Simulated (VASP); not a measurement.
Wanted: the native input for a VASP 6.6.1 run.

- Task: electric field gradients
- Functional: r2SCAN
- Potentials or basis: VASP PAW PBE potentials, release 64 (W_sv, S)
- Cutoff: 520 eV
- k mesh: 11 × 11 × 3
- Occupations: fermi-dirac, width 0.02 eV
- Spin: collinear spin
- Starting moments: [2.0, 2.0, 0.0, 0.0, 0.0, 0.0] μB
- Dipole correction: no
- Further INCAR settings: ALGO = Normal; EDIFF = 1e-08; NBANDS = 39

The system is WS2.

```
W S
1.0
     3.18000    0.00000    0.00000
    -1.59000    2.75396    0.00000
     0.00000    0.00000   12.50000
W S
2 4
Cartesian
  0.0000 1.8360 3.1250
  1.5900 0.9180 9.3750
  0.0000 1.8360 7.8062
  1.5900 0.9180 1.5562
  0.0000 1.8360 10.9438
  1.5900 0.9180 4.6938
```

These files were run (other wordings do the same):

POSCAR

```
WS2
1.0
    3.1800000000      0.0000000000      0.0000000000
   -1.5900000000      2.7539607840      0.0000000000
    0.0000000000      0.0000000000     12.5000000000
W S
2 4
Direct
    0.3333333333      0.6666666667      0.2500000000
    0.6666666667      0.3333333333      0.7500000000
    0.3333333333      0.6666666667      0.6244923886
    0.6666666667      0.3333333333      0.1244923886
    0.3333333333      0.6666666667      0.8755076114
    0.6666666667      0.3333333333      0.3755076114
```

INCAR.step1

```
ALGO     = Normal         # electronic algorithm
EDIFF    = 1E-4           # SCF threshold, eV
ENCUT    = 520            # plane-wave cutoff, eV
GGA      = PE             # functional
ISMEAR   = -1             # smearing method
ISPIN    = 2              # spin polarisation
LASPH    = True           # aspherical terms in the spheres
LCHARG   = False          # write CHGCAR
LMAXMIX  = 4              # l up to which the mixer works
LREAL    = False          # projectors in reciprocal space
LWAVE    = True           # write WAVECAR
MAGMOM   = 2 2 0 0 0 0    # initial moments
NBANDS   = 39             # bands
NELM     = 150            # most SCF steps
PREC     = Accurate       # precision mode
SIGMA    = 0.02           # smearing width, eV
```

INCAR.step2

```
ALGO     = Normal         # electronic algorithm
EDIFF    = 1E-8           # SCF threshold, eV
ENCUT    = 520            # plane-wave cutoff, eV
ISIF     = 2              # what is computed and relaxed
ISMEAR   = -1             # smearing method
ISPIN    = 2              # spin polarisation
ISTART   = 1            
LASPH    = True           # aspherical terms in the spheres
LCHARG   = False          # write CHGCAR
LEFG     = True         
LMAXMIX  = 4              # l up to which the mixer works
LMIXTAU  = True         
LORBIT   = 11             # projections on sites
LREAL    = False          # projectors in reciprocal space
LWAVE    = False          # write WAVECAR
MAGMOM   = 2 2 0 0 0 0    # initial moments
METAGGA  = R2SCAN         # meta-GGA
NBANDS   = 39             # bands
NELM     = 150            # most SCF steps
PREC     = Accurate       # precision mode
SIGMA    = 0.02           # smearing width, eV
```

KPOINTS

```
k-points
0
Gamma
  11 11 3
```

Potentials or basis: VASP PAW PBE potentials, release 64 (W_sv, S).

Launch:

```sh
$ cat potpaw_PBE.64/W_sv/POTCAR potpaw_PBE.64/S/POTCAR > POTCAR
$ cp INCAR.step1 INCAR
$ mpirun -np 1 vasp_std > vasp.out
$ cp INCAR.step2 INCAR
$ mpirun -np 1 vasp_std > vasp.out
```

Results of the run:

```yaml
Pressure: -0.2 GPa
Largest_force: 0.227 eV/Å
Band_gap_on_the_k_mesh: 1.16 eV (least direct gap 2.14 eV)
Net_moment: 0.00 μB per cell
Largest_electric_field_gradient_by_atom: W -150.6; S -45.8 V/Å²
Valence_electrons_inside_the_program's_atomic_spheres: W 11.98; S 3.74
```

Caveat: without QUAD_EFG the Cq values of the log hold for a quadrupole moment of 1 mb, not for the nuclei; the PAW data sets were made with another functional, which shifts forces and pressure a little; spin-orbit coupling is left out, which moves the levels of the heavy elements.

Run time: 24 min on 1 thread of Oxide Virtual Turin-like Processor, with other jobs on the host, peak memory 0.37 GiB.
